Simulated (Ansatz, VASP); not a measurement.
**Two plane-wave programs on GaAs**

Contents of INCAR:

```
  ALGO = Normal
  EDIFF = 1E-7
  ENCUT = 520
  GGA = PE
  ISIF = 2
  ISMEAR = 0
  LASPH = T
  LCHARG = F
  LREAL = F
  LWAVE = F
  NBANDS = 16
  NELM = 80
  PREC = Accurate
  SIGMA = 0.05
```

Contents of KPOINTS:

```
k-points
0
Gamma
  8 8 8
```

File POSCAR:

```
GaAs
1.0
    3.9977696100      0.0000000000      0.0000000000
    1.9988848050      3.4621700407      0.0000000000
    1.9988848050      1.1540566802      3.2641652179
As Ga
1 1
Direct
    0.7500000000      0.7500000000      0.7500000000
    0.0000000000      0.0000000000      0.0000000000
```

The input input.yaml:

```yaml
crystal:
  lattice:
    - [3.99776961, 0.0, 0.0]
    - [1.998884805, 3.4621700407, 0.0]
    - [1.998884805, 1.1540566802, 3.2641652179]
  atoms:
    - { symbol: As, position: [0.75, 0.75, 0.75] }
    - { symbol: Ga, position: [0.0, 0.0, 0.0] }
hamiltonian:
  xc: pbe
  pseudopotentials: { kind: paw }
kpoints:
  mp_grid: { grid: [8, 8, 8] }
scf:
  occupations: { method: gaussian, width: 0.05 }
output:
  forces: true
  stress: true
  eigenvalues: true
```

Alike in both runs: task single point; functional PBE; k mesh 8 × 8 × 8; occupations gaussian, width 0.05 eV; no spin polarisation.

```csv
,VASP,Ansatz
version,VASP 6.6.1,Ansatz 0.2.0
potentials or method,"VASP PAW PBE potentials, release 64 (As, Ga_d)",Ansatz PAW
plane-wave cutoff (eV),520,420
valence electrons in the cell,18,28
```

VASP gave:

* gap on the k mesh at the Fermi level (eV): 0.52
* least direct gap on the mesh (eV): 0.52
* pressure (GPa): 3.5

**Question.** Which values does Ansatz return?

**Answer.** gap on the k mesh at the Fermi level (eV): 0.52; least direct gap on the mesh (eV): 0.52; pressure (GPa): 3.3.

VASP's potentials hold 18 valence electrons a cell and Ansatz's 28, so a difference there can come from the potentials and not from the codes.
